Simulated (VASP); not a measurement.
# Sb (Fm-3m) in VASP: single point with PBEsol

Aim: the single point of Sb with PBEsol.

All numbers are computed with VASP 6.6.1; they aren't measurements. Logs are shortened: lines on timing, memory, paths and dates and some standing lists are left out, and cuts for length are marked.

### Step 1. The cell of the first run

The structure is cubic, space group Fm-3m (No. 225). Conventional cell: a = 4.610 Å, b = 4.610 Å, c = 4.610 Å, α = 90.00°, β = 90.00°, γ = 90.00°. Within 4.3 Å of Sb (site symmetry m-3m) lie 12 Sb at 3.26 Å.

### Step 2. Single point, PBEsol

INCAR

```
ALGO = Normal
EDIFF = 1E-6
ENCUT = 520
GGA = PS
ISIF = 2
ISMEAR = -1
LASPH = T
LCHARG = F
LREAL = F
LWAVE = F
NBANDS = 8
NELM = 60
PREC = Accurate
SIGMA = 0.1
```

KPOINTS

```
k-points
0
Gamma
  8 8 8
```

POSCAR

```
Sb
1.0
    0.0000000000      2.3050000000      2.3050000000
    2.3050000000      0.0000000000      2.3050000000
    2.3050000000      2.3050000000      0.0000000000
Sb
1
Direct
    0.0000000000      0.0000000000      0.0000000000
```

Potentials or basis: VASP PAW PBE potentials, release 64 (Sb).

Run with:

```
> cat potpaw_PBE.64/Sb/POTCAR > POTCAR
> mpirun -np 1 vasp_std > vasp.out
```

OUTCAR:

```text
EDIFF = 1E-6
   ENCUT = 520
   GGA = PS
   ISIF = 2
   ISMEAR = -1
   LASPH = T
   LREAL = F
   NELM = 60
   PREC = Accurate

 ion  position               nearest neighbor table
   1  0.000  0.000  0.000-

  LATTYP: Found a face centered cubic cell.
 ALAT       =     4.6100000000

  Lattice vectors:

 A1 = (   0.0000000000,   2.3050000000,   2.3050000000)
 A2 = (   2.3050000000,   0.0000000000,   2.3050000000)
 A3 = (   2.3050000000,   2.3050000000,   0.0000000000)

Analysis of symmetry for initial positions (statically):
=====================================================================
 Subroutine PRICEL returns:
 Original cell was already a primitive cell.

 Routine SETGRP: Setting up the symmetry group for a
 face centered cubic supercell.

 Subroutine GETGRP returns: Found 48 space group operations
 (whereof 48 operations were pure point group operations)
 out of a pool of 48 trial point group operations.

The static configuration has the point symmetry O_h .

Analysis of symmetry for dynamics (positions and initial velocities):
=====================================================================
 Subroutine PRICEL returns:
 Original cell was already a primitive cell.

 Routine SETGRP: Setting up the symmetry group for a
 face centered cubic supercell.

 Subroutine GETGRP returns: Found 48 space group operations
 (whereof 48 operations were pure point group operations)
 out of a pool of 48 trial point group operations.

The dynamic configuration has the point symmetry O_h .

 Subroutine INISYM returns: Found 48 space group operations
 (whereof 48 operations are pure point group operations),
 and found     1 'primitive' translations

----------------------------------------------------------------------------------------

                                     Primitive cell

  volume of cell :      24.4930

  direct lattice vectors                    reciprocal lattice vectors
     0.000000000  2.305000000  2.305000000    -0.216919740  0.216919740  0.216919740
     2.305000000  0.000000000  2.305000000     0.216919740 -0.216919740  0.216919740
     2.305000000  2.305000000  0.000000000     0.216919740  0.216919740 -0.216919740

  length of vectors
     3.259762261  3.259762261  3.259762261     0.375716010  0.375716010  0.375716010

  position of ions in fractional coordinates (direct lattice)
     0.000000000  0.000000000  0.000000000

  ion indices of the primitive-cell ions
   primitive index   ion index
                 1           1

----------------------------------------------------------------------------------------

 KPOINTS: k-points

Automatic generation of k-mesh.
 Grid dimensions read from file:
 generate k-points for:    8    8    8

 Generating k-lattice:

  Cartesian coordinates                     Fractional coordinates (reciprocal lattice)
    -0.027114967  0.027114967  0.027114967     0.125000000  0.000000000  0.000000000
     0.027114967 -0.027114967  0.027114967     0.000000000  0.125000000  0.000000000
     0.027114967  0.027114967 -0.027114967     0.000000000  0.000000000  0.125000000

  Length of vectors
     0.046964501  0.046964501  0.046964501

  Shift w.r.t. Gamma in fractional coordinates (k-lattice)
     0.000000000  0.000000000  0.000000000

 Subroutine IBZKPT returns following result:
 ===========================================

 Found     29 irreducible k-points:

 Following reciprocal coordinates:
            Coordinates               Weight
  0.000000  0.000000  0.000000      1.000000
  0.125000  0.000000  0.000000      8.000000
  0.250000  0.000000  0.000000      8.000000
  0.375000  0.000000  0.000000      8.000000
  0.500000  0.000000  0.000000      4.000000
  0.125000  0.125000  0.000000      6.000000
[... 16 lines left out ...]
  0.500000  0.250000  0.125000     48.000000
 -0.375000  0.250000  0.125000     24.000000
 [... further k-points ...]
   k-points           NKPTS =     29   k-points in BZ     NKDIM =     29   number of bands    NBANDS=      8
   number of dos      NEDOS =    301   number of ions     NIONS =      1
   total plane-waves  NPLWV =  13824
   dimension x,y,z NGX =    24 NGY =   24 NGZ =   24
   dimension x,y,z NGXF=    48 NGYF=   48 NGZF=   48
   ions per type =               1
   NGX,Y,Z   is equivalent  to a cutoff of  12.24, 12.24, 12.24 a.u.
   NGXF,Y,Z  is equivalent  to a cutoff of  24.48, 24.48, 24.48 a.u.
 SYSTEM =  unknown system
   PREC   = accura    normal or accurate (medium, high low for compatibility)
   ISTART =      0    job   : 0-new  1-cont  2-samecut
   ICHARG =      2    charge: 1-file 2-atom 10-const
   ISPIN  =      1    spin polarized calculation?
   LNONCOLLINEAR =      F non collinear calculations
   LSORBIT =      F    spin-orbit coupling
   LASPH  =      T    aspherical Exc in radial PAW
   ENCUT  =  520.0 eV  38.22 Ry    6.18 a.u.   6.06  6.06  6.06*2*pi/ulx,y,z
   NELM   =     60;   NELMIN=  2; NELMDL= -5     # of ELM steps
   EDIFF  = 0.1E-05   stopping-criterion for ELM
   LREAL  =      F    real-space projection
   EDIFFG = 0.1E-04   stopping-criterion for IOM
   NSW    =      0    number of steps for IOM
   IBRION =     -1    ionic relax: 0-MD 1-quasi-New 2-CG
   NFREE  =      0    steps in history (QN), initial steepest desc. (CG)
   ISIF   =      2    stress and relaxation
   ISYM   =      2    0-nonsym 1-usesym 2-fastsym
   POTIM  = 0.5000    time-step for ionic-motion
   TEBEG  =    0.0;   TEEND  =   0.0 temperature during run
   PSTRESS=    0.0 pullay stress
   NELECT =       5.0000    total number of electrons
   NUPDOWN=      -1.0000    fix difference up-down
   EMIN   =  10.00;   EMAX   =-10.00  energy-range for DOS
   EFERMI =   0.00;   METHOD = LEGACY
   ISMEAR =    -1;   SIGMA  =   0.10  broadening in eV -4-tet -1-fermi 0-gaus
   EFERMI_NEDOS =   21; number of points for ismear=-14 and -15
   IALGO  =     38    algorithm
   IMIX   =      4    mixing-type and parameters
     AMIX     =   0.40;   BMIX     =  1.00
     AMIX_MAG =   1.60;   BMIX_MAG =  1.00
  volume/ion in A,a.u.               =      24.49       165.29
  Fermi-wavevector in a.u.,A,eV,Ry     =   0.963941  1.821585 12.642299  0.929183
  Thomas-Fermi vector in A             =   2.093530
   LORBIT       =      0    0 simple, 1 ext, 2 COOP (PROOUT), +10 PAW based schemes
   GGA     = PS    functional components
   LHFCALC =     F    Hartree Fock is set to
   AEXX    =    0.0000 exact exchange contribution
   IVDW    =     0    specifies the selected vdW correction
   LEPSILON=     F    determine dielectric tensor
   LRPA    =     F    only Hartree local field effects (RPA)
 non-spin polarized calculation
  energy-cutoff  :      520.00
  volume of cell :       24.49
 maximum number of plane-waves:       684
   NGX = 13   NGY = 13   NGZ = 13

 number of electron       4.9999999 magnetization

 Free energy of the ion-electron system (eV)
  ---------------------------------------------------
  ext. energy  EPLUGINS =         0.00000000
  ---------------------------------------------------
  free energy    TOTEN  =        -4.26848094 eV

  energy without entropy =       -4.23778983  energy(sigma->0) =       -4.25313539

 E-fermi :   9.5304     XC(G=0): -10.7461

 val. band max:        9.4726616298   @ k =  -0.3750   0.3750   0.1250
 cond. band min:       9.8508810717   @ k =   0.5000   0.3750   0.1250
 fundamental gap:      0.3782194420
 Fermi energy:         9.5304106021

 k-point     1 :       0.0000    0.0000    0.0000
  band No.  band energies     occupation
      1      -4.0530      2.00000
      2      15.7091      0.00000
      3      15.7091      0.00000
      4      15.7091      0.00000
      5      19.9022      0.00000
      6      19.9852      0.00000
      7      19.9852      0.00000
      8      19.9852      0.00000

 k-point     2 :       0.1250    0.0000    0.0000
  band No.  band energies     occupation
      1      -3.7149      2.00000
      2      12.9707      0.00000
      3      15.2657      0.00000
      4      15.2657      0.00000
      5      18.6635      0.00000
      6      20.6686      0.00000
      7      20.6686      0.00000
      8      22.8381      0.00000

 k-point     3 :       0.2500    0.0000    0.0000
  band No.  band energies     occupation
      1      -2.7097      2.00000
      2       8.8742      1.99718
      3      14.5126      0.00000
      4      14.5126      0.00000
      5      18.2661      0.00000
      6      20.4378      0.00000
      7      20.4378      0.00000
      8      21.5609      0.00000

 k-point     4 :       0.3750    0.0000    0.0000
  band No.  band energies     occupation
      1      -1.1097      2.00000
      2       5.2594      2.00000
      3      13.9648      0.00000
      4      13.9648      0.00000
      5      18.2722      0.00000
      6      19.4156      0.00000
      7      19.4156      0.00000
      8      20.0318      0.00000

 k-point     5 :       0.5000    0.0000    0.0000
  band No.  band energies     occupation
      1       0.2557      2.00000
      2       3.2058      2.00000
      3      13.7717      0.00000
      4      13.7717      0.00000
      5      18.5007      0.00000
      6      19.0402      0.00000
      7      19.0402      0.00000
      8      19.2840      0.00000

 k-point     6 :       0.1250    0.1250    0.0000
  band No.  band energies     occupation
      1      -3.6019      2.00000
      2      14.1156      0.00000
      3      14.1156      0.00000
      4      14.1528      0.00000
      5      17.4299      0.00000
      6      20.2330      0.00000
      7      21.9582      0.00000
      8      21.9582      0.00000

 k-point     7 :       0.2500    0.1250    0.0000
  band No.  band energies     occupation
      1      -2.8175      2.00000
      2      10.3830      0.00040
      3      13.1596      0.00000
      4      13.8188      0.00000
      5      17.4764      0.00000
      6      18.9766      0.00000
      7      21.9969      0.00000
      8      22.6537      0.00000

 k-point     8 :       0.3750    0.1250    0.0000
  band No.  band energies     occupation
      1      -1.4011      2.00000
      2       6.6285      2.00000
      3      12.7134      0.00000
      4      12.7234      0.00000
      5      16.8720      0.00000
      6      20.3613      0.00000
      7      21.3825      0.00000
      8      22.3543      0.00000

 k-point     9 :       0.5000    0.1250    0.0000
  band No.  band energies     occupation
      1       0.2955      2.00000
      2       3.8210      2.00000
      3      11.7609      0.00000
      4      12.8677      0.00000
      5      16.7931      0.00000
      6      20.3739      0.00000
      7      20.4295      0.00000
      8      22.5319      0.00000

 k-point    10 :      -0.3750    0.1250    0.0000
  band No.  band energies     occupation
      1      -0.2272      2.00000
      2       4.5744      2.00000
      3      11.2525      0.00000
      4      13.6014      0.00000
      5      17.4320      0.00000
      6      19.9129      0.00000
      7      19.9961      0.00000
      8      23.1077      0.00000
[... 78 lines left out ...]
 k-point    18 :       0.3750    0.3750    0.0000
  band No.  band energies     occupation
      1      -0.0635      2.00000
      2       7.1030      2.00000
      3      10.5543      0.00007
      4      10.5543      0.00007
      5      14.4591      0.00000
      6      14.6010      0.00000
      7      26.8010      0.00000
      8      27.3021      0.00000

 k-point    19 :       0.5000    0.3750    0.0000
  band No.  band energies     occupation
      1       1.4043      2.00000
      2       5.3876      2.00000
      3       8.5161      1.99992
      4      10.4170      0.00028
      5      14.3475      0.00000
      6      16.3965      0.00000
      7      26.0538      0.00000
      8      27.1036      0.00000

 k-point    20 :      -0.3750    0.3750    0.0000
  band No.  band energies     occupation
      1       2.1514      2.00000
      2       5.1893      2.00000
      3       6.2873      2.00000
      4      10.9866      0.00000
      5      14.7798      0.00000
      6      19.9614      0.00000
      7      25.2098      0.00000
      8      25.3871      0.00000

 k-point    21 :       0.5000    0.5000    0.0000
  band No.  band energies     occupation
      1       2.1653      2.00000
      2       4.2066      2.00000
      3      10.0589      0.01008
      4      10.0589      0.01008
      5      13.8952      0.00000
      6      14.2518      0.00000
      7      27.9195      0.00000
      8      28.5705      0.00000

 k-point    22 :       0.3750    0.2500    0.1250
  band No.  band energies     occupation
      1      -1.8216      2.00000
      2       9.0585      1.98231
      3      10.1996      0.00248
      4      13.1591      0.00000
      5      17.9932      0.00000
      6      18.0822      0.00000
      7      21.4862      0.00000
      8      23.7889      0.00000

 k-point    23 :       0.5000    0.2500    0.1250
  band No.  band energies     occupation
      1      -0.2515      2.00000
      2       6.0516      2.00000
      3       9.4335      1.44994
      4      11.8274      0.00000
      5      17.6265      0.00000
      6      19.6816      0.00000
      7      21.3200      0.00000
      8      24.0741      0.00000

 k-point    24 :      -0.3750    0.2500    0.1250
  band No.  band energies     occupation
      1       1.0485      2.00000
      2       4.1294      2.00000
      3       9.4035      1.56102
      4      11.2069      0.00000
      5      17.5468      0.00000
      6      19.4393      0.00000
      7      23.6571      0.00000
      8      24.2011      0.00000

 [... further k-points ...]
[... 5 lines left out ...]
  --------------------------------------------------------------------------------------
  -------------------------------------------------------------------------------------
  Total        0.9133957      0.9133957      0.9133957     -0.0000000      0.0000000     -0.0000000
  in kB       59.7484689     59.7484689     59.7484689     -0.0000000      0.0000000     -0.0000000
  external PRESSURE =      59.7484689 kB  Pullay stress =       0.0000000 kB

 VOLUME and BASIS-vectors are now :
 -----------------------------------------------------------------------------
  energy-cutoff  :      520.00
  volume of cell :       24.49
      direct lattice vectors                 reciprocal lattice vectors
     0.000000000  2.305000000  2.305000000    -0.216919740  0.216919740  0.216919740
     2.305000000  0.000000000  2.305000000     0.216919740 -0.216919740  0.216919740
     2.305000000  2.305000000  0.000000000     0.216919740  0.216919740 -0.216919740

 POSITION                                       TOTAL-FORCE (eV/Angst)
 -----------------------------------------------------------------------------------
      0.00000      0.00000      0.00000         0.000000     -0.000000     -0.000000
 -----------------------------------------------------------------------------------
    total drift:                                0.000000      0.000000     -0.000000

  FREE ENERGIE OF THE ION-ELECTRON SYSTEM (eV)
  ---------------------------------------------------
  free  energy   TOTEN  =        -4.2684809406 eV

  energy  without entropy=       -4.2377898305  energy(sigma->0) =       -4.25313539
```

Wall time 5.3 s (1 thread of Intel Xeon 8259CL, shared host); peak memory 0.14 GiB.

Results:

```
Free energy : -4.2685 eV
Pressure    : 6.0 GPa
```

Levels at points of the mesh, in eV from the Fermi level:
```csv
k point,band 1,band 2,band 3,band 4,band 5,band 6,band 7
"(0.00, 0.00, 0.00)",-13.58,6.18,6.18,6.18,10.37,10.45,10.45
"(0.50, 0.00, 0.00)",-9.27,-6.32,4.24,4.24,8.97,9.51,9.51
"(0.50, 0.50, 0.00)",-7.37,-5.32,0.53,0.53,4.36,4.72,18.39
```

Caveat: the PAW data sets were made with another functional, which shifts forces and pressure a little; spin-orbit coupling is left out, which moves the levels of the heavy elements.
